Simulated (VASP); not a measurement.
# Ge2Sb2Te5 (P-3m1) in VASP: single point with LDA

Aim: the single point of Ge2Sb2Te5 with LDA.

Everything below comes from runs of VASP 6.6.1. Logs are shortened: lines on timing, memory, paths and dates and some standing lists are left out, and cuts for length are marked.

### Step 1. The cell of the first run

It takes space group P-3m1 (No. 164, trigonal). Conventional cell: a = 4.294 Å, b = 4.294 Å, c = 17.101 Å, α = 90.00°, β = 90.00°, γ = 120.00°. Within 3.9 Å of Ge (site symmetry 3m) lie 6 Te at 2.98 to 3.00 Å. Within 3.9 Å of Sb (site symmetry 3m) lie 6 Te at 2.99 to 3.18 Å. Within 3.9 Å of Te (site symmetry -3m) lie 6 Ge at 3.00 Å. Within 3.9 Å of Te (site symmetry 3m) lie 3 Ge at 2.98 Å and 3 Sb at 3.18 Å. Within 4.0 Å of Te (site symmetry 3m) lie 3 Sb at 2.99 Å and 3 Te at 3.97 Å.

### Step 2. Single point, LDA

Contents of INCAR:

```
SYSTEM = Ge2Sb2Te5
PREC     = Accurate       ! precision mode
ENCUT    = 520            ! plane-wave cutoff, eV
EDIFF    = 1E-6           ! SCF threshold, eV
ISMEAR   = 0              ! smearing method
SIGMA    = 0.01           ! smearing width, eV
LREAL    = .False.        ! projectors in reciprocal space
LASPH    = .True.         ! aspherical terms in the spheres
NELM     = 80             ! most SCF steps
ALGO     = Normal         ! electronic algorithm
ISIF     = 2              ! what is computed and relaxed
LWAVE    = .False.        ! write WAVECAR
LCHARG   = .False.        ! write CHGCAR
NBANDS   = 44             ! bands
```

Contents of KPOINTS:

```
regular mesh
0
Gamma
  9 9 2
  0 0 0
```

Contents of POSCAR:

```
Ge2Sb2Te5
1.0
    4.2940644239      0.0000000000      0.0000000000
   -2.1470322120      3.7187688766      0.0000000000
    0.0000000000      0.0000000000     17.1013460000
Ge Sb Te
2 2 5
Direct
    0.3333333333      0.6666666667      0.9012867851
    0.6666666667      0.3333333333      0.0987132149
    0.0000000000      0.0000000000      0.6887937186
    0.0000000000      0.0000000000      0.3112062814
    0.0000000000      0.0000000000      0.0000000000
    0.6666666667      0.3333333333      0.8049314250
    0.3333333333      0.6666666667      0.1950685750
    0.3333333333      0.6666666667      0.5906501846
    0.6666666667      0.3333333333      0.4093498154
```

Potentials or basis: VASP PAW LDA potentials, release 64 (Ge_d, Sb, Te).

Run with:

```console
$ cat potpaw_LDA.64/Ge_d/POTCAR potpaw_LDA.64/Sb/POTCAR potpaw_LDA.64/Te/POTCAR > POTCAR
$ mpirun -np 1 vasp_std > vasp.out
```

OUTCAR:

```text
SYSTEM = Ge2Sb2Te5
   PREC = Accurate
   ENCUT = 520
   EDIFF = 1E-6
   ISMEAR = 0
   LREAL = .False.
   LASPH = .True.
   NELM = 80
   ISIF = 2

 ion  position               nearest neighbor table
   1  0.333  0.667  0.901-   6 2.98   6 2.98   6 2.98   5 3.00   5 3.00   5 3.00
   2  0.667  0.333  0.099-   7 2.98   7 2.98   7 2.98   5 3.00   5 3.00   5 3.00
   3  0.000  0.000  0.689-   8 2.99   8 2.99   8 2.99   6 3.18   6 3.18   6 3.18
   4  0.000  0.000  0.311-   9 2.99   9 2.99   9 2.99   7 3.18   7 3.18   7 3.18
   5  0.000  0.000  0.000-   1 3.00   2 3.00   2 3.00   1 3.00   2 3.00   1 3.00
   6  0.667  0.333  0.805-   1 2.98   1 2.98   1 2.98   3 3.18   3 3.18   3 3.18
   7  0.333  0.667  0.195-   2 2.98   2 2.98   2 2.98   4 3.18   4 3.18   4 3.18
   8  0.333  0.667  0.591-   3 2.99   3 2.99   3 2.99
   9  0.667  0.333  0.409-   4 2.99   4 2.99   4 2.99

  LATTYP: Found a hexagonal cell.
 ALAT       =     4.2940644239
 C/A-ratio  =     3.9825545944

  Lattice vectors:

 A1 = (   4.2940644239,   0.0000000000,   0.0000000000)
 A2 = (  -2.1470322120,   3.7187688766,   0.0000000000)
 A3 = (   0.0000000000,   0.0000000000,  17.1013460000)

Analysis of symmetry for initial positions (statically):
=====================================================================
 Subroutine PRICEL returns:
 Original cell was already a primitive cell.

 Routine SETGRP: Setting up the symmetry group for a
 hexagonal supercell.

 Subroutine GETGRP returns: Found 12 space group operations
 (whereof 12 operations were pure point group operations)
 out of a pool of 24 trial point group operations.

The static configuration has the point symmetry D_3d.

Analysis of symmetry for dynamics (positions and initial velocities):
=====================================================================
 Subroutine PRICEL returns:
 Original cell was already a primitive cell.

 Routine SETGRP: Setting up the symmetry group for a
 hexagonal supercell.

 Subroutine GETGRP returns: Found 12 space group operations
 (whereof 12 operations were pure point group operations)
 out of a pool of 24 trial point group operations.

The dynamic configuration has the point symmetry D_3d.

 Subroutine INISYM returns: Found 12 space group operations
 (whereof 12 operations are pure point group operations),
 and found     1 'primitive' translations

----------------------------------------------------------------------------------------

                                     Primitive cell

  volume of cell :     273.0851

  direct lattice vectors                    reciprocal lattice vectors
     4.294064424  0.000000000  0.000000000     0.232879599  0.134453099  0.000000000
    -2.147032212  3.718768877  0.000000000     0.000000000  0.268906198  0.000000000
     0.000000000  0.000000000 17.101346000     0.000000000  0.000000000  0.058474929

  length of vectors
     4.294064424  4.294064424 17.101346000     0.268906198  0.268906198  0.058474929

  position of ions in fractional coordinates (direct lattice)
     0.333333333  0.666666667  0.901286785
     0.666666667  0.333333333  0.098713215
     0.000000000  0.000000000  0.688793719
     0.000000000  0.000000000  0.311206281
     0.000000000  0.000000000  0.000000000
     0.666666667  0.333333333  0.804931425
     0.333333333  0.666666667  0.195068575
     0.333333333  0.666666667  0.590650185
     0.666666667  0.333333333  0.409349815

  ion indices of the primitive-cell ions
   primitive index   ion index
                 1           1
                 2           2
                 3           3
                 4           4
                 5           5
                 6           6
                 7           7
                 8           8
                 9           9

----------------------------------------------------------------------------------------

 KPOINTS: regular mesh

Automatic generation of k-mesh.
 Grid dimensions read from file:
 generate k-points for:    9    9    2

 Generating k-lattice:

  Cartesian coordinates                     Fractional coordinates (reciprocal lattice)
     0.025875511  0.014939233  0.000000000     0.111111111  0.000000000  0.000000000
     0.000000000  0.029878466  0.000000000     0.000000000  0.111111111  0.000000000
     0.000000000  0.000000000  0.029237465     0.000000000  0.000000000  0.500000000

  Length of vectors
     0.029878466  0.029878466  0.029237465

  Shift w.r.t. Gamma in fractional coordinates (k-lattice)
     0.000000000  0.000000000  0.000000000

 Subroutine IBZKPT returns following result:
 ===========================================

 Found     24 irreducible k-points:

 Following reciprocal coordinates:
            Coordinates               Weight
  0.000000  0.000000  0.000000      1.000000
  0.111111  0.000000  0.000000      6.000000
  0.222222  0.000000  0.000000      6.000000
  0.333333 -0.000000  0.000000      6.000000
  0.444444  0.000000  0.000000      6.000000
  0.111111  0.111111  0.000000      6.000000
[... 16 lines left out ...]
  0.333333  0.222222  0.500000     12.000000
  0.333333  0.333333  0.500000      2.000000
   k-points           NKPTS =     24   k-points in BZ     NKDIM =     24   number of bands    NBANDS=     44
   number of dos      NEDOS =    301   number of ions     NIONS =      9
   total plane-waves  NPLWV = 131072
   dimension x,y,z NGX =    32 NGY =   32 NGZ =  128
   dimension x,y,z NGXF=    64 NGYF=   64 NGZF=  256
   ions per type =               2   2   5
   NGX,Y,Z   is equivalent  to a cutoff of  12.39, 12.39, 12.44 a.u.
   NGXF,Y,Z  is equivalent  to a cutoff of  24.78, 24.78, 24.89 a.u.
 SYSTEM =  Ge2Sb2Te5
   PREC   = accura    normal or accurate (medium, high low for compatibility)
   ISTART =      0    job   : 0-new  1-cont  2-samecut
   ICHARG =      2    charge: 1-file 2-atom 10-const
   ISPIN  =      1    spin polarized calculation?
   LNONCOLLINEAR =      F non collinear calculations
   LSORBIT =      F    spin-orbit coupling
   LASPH  =      T    aspherical Exc in radial PAW
   ENCUT  =  520.0 eV  38.22 Ry    6.18 a.u.   7.98  7.98 31.80*2*pi/ulx,y,z
   NELM   =     80;   NELMIN=  2; NELMDL= -5     # of ELM steps
   EDIFF  = 0.1E-05   stopping-criterion for ELM
   LREAL  =      F    real-space projection
   EDIFFG = 0.1E-04   stopping-criterion for IOM
   NSW    =      0    number of steps for IOM
   IBRION =     -1    ionic relax: 0-MD 1-quasi-New 2-CG
   NFREE  =      0    steps in history (QN), initial steepest desc. (CG)
   ISIF   =      2    stress and relaxation
   ISYM   =      2    0-nonsym 1-usesym 2-fastsym
   POTIM  = 0.5000    time-step for ionic-motion
   TEBEG  =    0.0;   TEEND  =   0.0 temperature during run
   PSTRESS=    0.0 pullay stress
   NELECT =      68.0000    total number of electrons
   NUPDOWN=      -1.0000    fix difference up-down
   EMIN   =  10.00;   EMAX   =-10.00  energy-range for DOS
   EFERMI =   0.00;   METHOD = LEGACY
   ISMEAR =     0;   SIGMA  =   0.01  broadening in eV -4-tet -1-fermi 0-gaus
   EFERMI_NEDOS =   21; number of points for ismear=-14 and -15
   IALGO  =     38    algorithm
   IMIX   =      4    mixing-type and parameters
     AMIX     =   0.40;   BMIX     =  1.00
     AMIX_MAG =   1.60;   BMIX_MAG =  1.00
  volume/ion in A,a.u.               =      30.34       204.76
  Fermi-wavevector in a.u.,A,eV,Ry     =   1.029940  1.946304 14.432730  1.060776
  Thomas-Fermi vector in A             =   2.164013
   LORBIT       =      0    0 simple, 1 ext, 2 COOP (PROOUT), +10 PAW based schemes
   GGA     = CA    functional components
   LHFCALC =     F    Hartree Fock is set to
   AEXX    =    0.0000 exact exchange contribution
   IVDW    =     0    specifies the selected vdW correction
   LEPSILON=     F    determine dielectric tensor
   LRPA    =     F    only Hartree local field effects (RPA)
 non-spin polarized calculation
 Gauss-broadening in eV      SIGMA  =   0.01
  energy-cutoff  :      520.00
  volume of cell :      273.09
 maximum number of plane-waves:      7404
 NGX is ok and might be reduce to    32
   NGX = 15   NGY = 15   NGZ = 63

 number of electron      67.9999999 magnetization

 Free energy of the ion-electron system (eV)
  ---------------------------------------------------
  ext. energy  EPLUGINS =         0.00000000
  ---------------------------------------------------
  free energy    TOTEN  =       -39.80464319 eV

  energy without entropy =      -39.80464319  energy(sigma->0) =      -39.80464319

 E-fermi :   5.9483     XC(G=0):  -9.6300

 val. band max:        5.8222088212   @ k =   0.0000   0.0000   0.0000
 cond. band min:       6.2051739731   @ k =   0.0000   0.0000   0.0000
 fundamental gap:      0.3829651519
 Fermi energy:         5.9482874900

 k-point     1 :       0.0000    0.0000    0.0000
  band No.  band energies     occupation
      1     -18.9790      2.00000
      2     -18.9790      2.00000
      3     -18.9782      2.00000
      4     -18.9782      2.00000
      5     -18.9724      2.00000
      6     -18.9723      2.00000
[... 36 lines left out ...]
     43       7.5766      0.00000
     44       8.6852      0.00000

 k-point     2 :       0.1111    0.0000    0.0000
  band No.  band energies     occupation
      1     -18.9793      2.00000
      2     -18.9789      2.00000
      3     -18.9784      2.00000
      4     -18.9781      2.00000
      5     -18.9723      2.00000
      6     -18.9722      2.00000
[... 36 lines left out ...]
     43       8.0925      0.00000
     44       8.8809      0.00000

 k-point     3 :       0.2222    0.0000    0.0000
  band No.  band energies     occupation
      1     -18.9802      2.00000
      2     -18.9789      2.00000
      3     -18.9788      2.00000
      4     -18.9777      2.00000
      5     -18.9724      2.00000
      6     -18.9718      2.00000
[... 976 lines left out ...]
     43      10.0381      0.00000
     44      10.1257      0.00000

 k-point    24 :       0.3333    0.3333    0.5000
  band No.  band energies     occupation
      1     -18.9808      2.00000
      2     -18.9796      2.00000
      3     -18.9796      2.00000
      4     -18.9781      2.00000
      5     -18.9714      2.00000
      6     -18.9714      2.00000
[... 36 lines left out ...]
     43      10.0731      0.00000
     44      10.9932      0.00000

------------------------ aborting loop because EDIFF is reached ----------------------------------------

  FORCE on cell =-STRESS in cart. coord.  units (eV):
  Direction    XX          YY          ZZ          XY          YZ          ZX
  --------------------------------------------------------------------------------------
  -------------------------------------------------------------------------------------
  Total       -4.6027054     -4.6027054     -2.9728570      0.0000000      0.0000000      0.0000000
  in kB      -27.0038521    -27.0038521    -17.4416096      0.0000000      0.0000000      0.0000000
  external PRESSURE =     -23.8164379 kB  Pullay stress =       0.0000000 kB

 VOLUME and BASIS-vectors are now :
 -----------------------------------------------------------------------------
  energy-cutoff  :      520.00
  volume of cell :      273.09
      direct lattice vectors                 reciprocal lattice vectors
     4.294064424  0.000000000  0.000000000     0.232879599  0.134453099  0.000000000
    -2.147032212  3.718768877  0.000000000     0.000000000  0.268906198  0.000000000
     0.000000000  0.000000000 17.101346000     0.000000000  0.000000000  0.058474929

 POSITION                                       TOTAL-FORCE (eV/Angst)
 -----------------------------------------------------------------------------------
     -0.00000      2.47918     15.41322        -0.000000      0.000000     -0.000823
      2.14703      1.23959      1.68813         0.000000      0.000000      0.000823
      0.00000      0.00000     11.77930        -0.000000     -0.000000      0.036570
      0.00000      0.00000      5.32205         0.000000     -0.000000     -0.036570
      0.00000      0.00000      0.00000        -0.000000     -0.000000     -0.000000
      2.14703      1.23959     13.76541        -0.000000     -0.000000     -0.005266
     -0.00000      2.47918      3.33594         0.000000     -0.000000      0.005266
     -0.00000      2.47918     10.10091         0.000000     -0.000000     -0.041452
      2.14703      1.23959      7.00043        -0.000000      0.000000      0.041452
 -----------------------------------------------------------------------------------
    total drift:                               -0.000000     -0.000000      0.000000

  FREE ENERGIE OF THE ION-ELECTRON SYSTEM (eV)
  ---------------------------------------------------
  free  energy   TOTEN  =       -39.8046431928 eV

  energy  without entropy=      -39.8046431928  energy(sigma->0) =      -39.80464319
```

Wall time 6.4 min (1 thread of Intel Xeon Platinum 8488C (Sapphire Rapids), shared host); peak memory 0.45 GiB.

Results:

| Item | Value |
| --- | --- |
| Free energy | -39.8046 eV |
| Pressure | -2.4 GPa |
| Largest force | 0.041 eV/Å |
| Band gap on the k mesh | 0.38 eV |

Forces on the atoms (eV/Å):
```
Ge   0.000  0.000 -0.001
Ge   0.000  0.000  0.001
Sb   0.000  0.000  0.037
Sb   0.000  0.000 -0.037
Te   0.000  0.000  0.000
Te   0.000  0.000 -0.005
Te   0.000  0.000  0.005
Te   0.000  0.000 -0.041
Te   0.000  0.000  0.041
```

Caveat: spin-orbit coupling is left out, which moves the levels of the heavy elements. A k mesh can miss the band edges.
